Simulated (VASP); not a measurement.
KCl, 2 atoms in the cell. The structure is cubic, space group Fm-3m (No. 225). The conventional cell has a = 5.621 Å, b = 5.621 Å, c = 5.621 Å, α = 90.00°, β = 90.00°, γ = 90.00°. K (site symmetry m-3m) has 6 Cl at 2.81 Å within 3.7 Å. Cl (site symmetry m-3m) has 6 K at 2.81 Å within 3.7 Å. 

* Program: VASP 6.6.1
* Task: single point
* Functional: r2SCAN
* Potentials or basis: VASP PAW PBE potentials, release 64 (K_sv, Cl)
* Cutoff: 520 eV
* k mesh: 6 × 6 × 6
* Occupations: gaussian, width 0.01 eV
* Spin: no spin polarisation
* Dipole correction: no
* Further INCAR settings: ALGO = Normal; EDIFF = 1e-07; NBANDS = 15

Potentials or basis: VASP PAW PBE potentials, release 64 (K_sv, Cl).

Run with:

```sh
$ cat potpaw_PBE.64/K_sv/POTCAR potpaw_PBE.64/Cl/POTCAR > POTCAR
$ cp INCAR.step1 INCAR
$ mpirun -np 1 vasp_std > vasp.out
$ cp INCAR.step2 INCAR
$ mpirun -np 1 vasp_std > vasp.out
```

Hardware: 1 thread of AMD EPYC 7R43 64-Core Processor (Zen 3), with other jobs on the host.

Q: How long does it take, and how much memory?

A: It took 73 s on 1 thread of AMD EPYC 7R43 64-Core Processor (Zen 3), with other jobs on the host, peak memory 0.14 GiB. Counts: k points 16.
